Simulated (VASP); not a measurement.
# NaH: single point with PBE

Crystal: NaH.

```xyz
4
Lattice="3.2714 0.0000 0.0000 0.0000 4.4767 0.0000 0.0000 0.0000 3.1205" Properties=species:S:1:pos:R:3 pbc="T T T"
Na    1.6357    2.2383    2.2071
Na    0.0000    0.0000    0.9133
H     0.0000    2.2383    0.6709
H     1.6357    0.0000    2.4496
```

The cell was built from a structure type or drawn by symmetry, and may not be a known phase.

```
Program             : VASP 6.6.1
Task                : single point
Functional          : PBE
Potentials or basis : VASP PAW PBE potentials, release 64 (Na_pv, H)
Cutoff              : 500 eV
k mesh              : 6 × 4 × 6
Occupations         : gaussian, width 0.1 eV
Spin                : no spin polarisation
```

The pressure is 7.1 GPa. The largest force is 0.202 eV/Å and the band gap on the k mesh is 3.98 eV (least direct gap 5.05 eV).

Forces on the atoms (eV/Å):
```
Na   0.000  0.000  0.202
Na   0.000  0.000 -0.202
H    0.000  0.000  0.066
H    0.000  0.000 -0.066
```

Stress tensor (GPa, compression positive):
```
6.16 0.00 0.00
0.00 7.62 0.00
0.00 0.00 7.58
```

Levels at points of the mesh, in eV from the valence-band top:
```tsv
k point	band 5	band 6	band 7	band 8	band 9	band 10	band 11	band 12
(0.00, 0.00, 0.00)	-21.81	-21.81	-4.25	-0.19	5.17	10.74	11.33	12.06
(0.50, 0.00, 0.00)	-21.84	-21.84	-1.51	-1.51	6.64	6.64	8.08	8.08
(0.00, 0.50, 0.00)	-21.84	-21.84	-2.64	-2.64	8.59	8.59	12.58	12.58
(0.50, 0.50, 0.00)	-21.83	-21.83	-1.07	-1.07	3.98	3.98	12.49	12.49
(0.00, 0.00, 0.50)	-21.85	-21.82	-1.50	-0.96	6.16	7.19	8.16	8.61
(0.50, 0.00, 0.50)	-21.87	-21.87	-0.24	-0.24	5.08	5.08	10.87	10.87
(0.00, 0.50, 0.50)	-21.84	-21.84	-0.83	-0.83	4.27	4.27	12.10	12.10
(0.50, 0.50, 0.50)	-21.86	-21.86	0.00	0.00	6.57	6.57	6.63	6.63
```

It took 33 s on 1 thread of Intel Xeon 8259CL, on a shared host, peak memory 0.16 GiB.

Caveat: the cell stands under pressure. A k mesh can miss the band edges.
